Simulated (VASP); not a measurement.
Wanted: the native input for a VASP 6.6.1 run.

```
Task                   : single point
Functional             : r2SCAN
Potentials or basis    : VASP PAW PBE potentials, release 64 (In_d, O)
Cutoff                 : 520 eV
k mesh                 : 6 × 6 × 6
Occupations            : gaussian, width 0.01 eV
Spin                   : no spin polarisation
Dipole correction      : no
Further INCAR settings : ALGO = Normal; EDIFF = 1e-06; NBANDS = 55
```

The system is In2O3.

```xyz
10
Lattice="2.7814 1.6058 4.9029 -2.7814 1.6058 4.9029 0.0000 -3.2116 4.9029" Properties=species:S:1:pos:R:3 pbc="T T T"
In    0.0000    0.0000   12.6007
In    0.0000    0.0000    5.2464
In    0.0000    0.0000    2.1080
In    0.0000    0.0000    9.4623
O     1.1299   -1.6058    6.1286
O    -1.9556   -0.1756    6.1286
O    -1.1299    1.6058    8.5800
O    -0.8257   -1.7815    8.5800
O     1.9556    0.1756    8.5800
O     0.8257    1.7815    6.1286
```

This cell differs from its parent crystal: strain +1.0%.

These files were run (other wordings do the same):

POSCAR

```
In2O3
1.0
    2.7813592499      1.6058185116      4.9028835716
   -2.7813592499      1.6058185116      4.9028835716
    0.0000000000     -3.2116370233      4.9028835716
In O
4 6
Direct
    0.8566860344      0.8566860344      0.8566860344
    0.3566860344      0.3566860344      0.3566860344
    0.1433139656      0.1433139656      0.1433139656
    0.6433139656      0.6433139656      0.6433139656
    0.4531244008      0.0468755992      0.7500000000
    0.0468755992      0.7500000000      0.4531244008
    0.5468755992      0.9531244008      0.2500000000
    0.2500000000      0.5468755992      0.9531244008
    0.9531244008      0.2500000000      0.5468755992
    0.7500000000      0.4531244008      0.0468755992
```

INCAR.step1

```
ALGO = Normal
EDIFF = 1E-4
ENCUT = 520
GGA = PE
ISMEAR = 0
LASPH = T
LCHARG = F
LREAL = F
LWAVE = T
NBANDS = 55
NELM = 80
PREC = Accurate
SIGMA = 0.01
```

INCAR.step2

```
ALGO = Normal
EDIFF = 1E-6
ENCUT = 520
ISIF = 2
ISMEAR = 0
ISTART = 1
LASPH = T
LCHARG = T
LELF = T
LMIXTAU = T
LREAL = F
LVHAR = T
LWAVE = F
METAGGA = R2SCAN
NBANDS = 55
NELM = 80
PREC = Accurate
SIGMA = 0.01
```

KPOINTS

```
k-points
0
Gamma
  6 6 6
```

Potentials or basis: VASP PAW PBE potentials, release 64 (In_d, O).

Command:

```console
$ cat potpaw_PBE.64/In_d/POTCAR potpaw_PBE.64/O/POTCAR > POTCAR
$ cp INCAR.step1 INCAR
$ mpirun -np 1 vasp_std > vasp.out
$ cp INCAR.step2 INCAR
$ mpirun -np 1 vasp_std > vasp.out
```

Results of the run:

- Pressure: -4.1 GPa
- Largest force: 0.020 eV/Å
- Band gap on the k mesh: 1.60 eV (least direct gap 1.66 eV)

Caveat: the cell differs from its parent crystal (strain +1.0%); the cell stands under tension; the PAW data sets were made with another functional, which shifts forces and pressure a little; spin-orbit coupling is left out, which moves the levels of the heavy elements.

Run time: 37 min on 1 thread of Intel(R) Xeon(R) Platinum 8259CL CPU @ 2.50GHz (Skylake/Cascade Lake) (shared host), peak memory 0.46 GiB.
